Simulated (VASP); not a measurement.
P, 1 atom in the cell. Symmetry: P4/mmm, No. 123, tetragonal system. The conventional cell has a = 2.486 Å, b = 2.486 Å, c = 2.408 Å, α = 90.00°, β = 90.00°, γ = 90.00°. Within 3.2 Å of P (site symmetry 4/mmm) lie 6 P at 2.41 to 2.49 Å.  This cell differs from its parent crystal: biaxial strain in the a-b plane: +2.0 %.

| Item | Value |
| --- | --- |
| Program | VASP 6.6.1 |
| Task | single point |
| Functional | r2SCAN |
| Potentials or basis | VASP PAW PBE potentials, release 64 (P) |
| Cutoff | 520 eV |
| k mesh | 22 × 22 × 22 |
| Occupations | gaussian, width 0.1 eV |
| Spin | no spin polarisation |
| Dipole correction | no |
| Further INCAR settings | ALGO = Normal; EDIFF = 1e-07; NBANDS = 8 |

Potentials or basis: VASP PAW PBE potentials, release 64 (P).

Command:

```sh
$ cat potpaw_PBE.64/P/POTCAR > POTCAR
$ cp INCAR.step1 INCAR
$ mpirun -np 1 vasp_std > vasp.out
$ cp INCAR.step2 INCAR
$ mpirun -np 1 vasp_std > vasp.out
```

Hardware: 1 thread of Oxide Virtual Turin-like Processor (shared host).

Problem. How long does it take, and how much memory?

Solution. It took 2.8 min on 1 thread of Oxide Virtual Turin-like Processor, on a shared host, peak memory 0.16 GiB. Counts: k points 936.
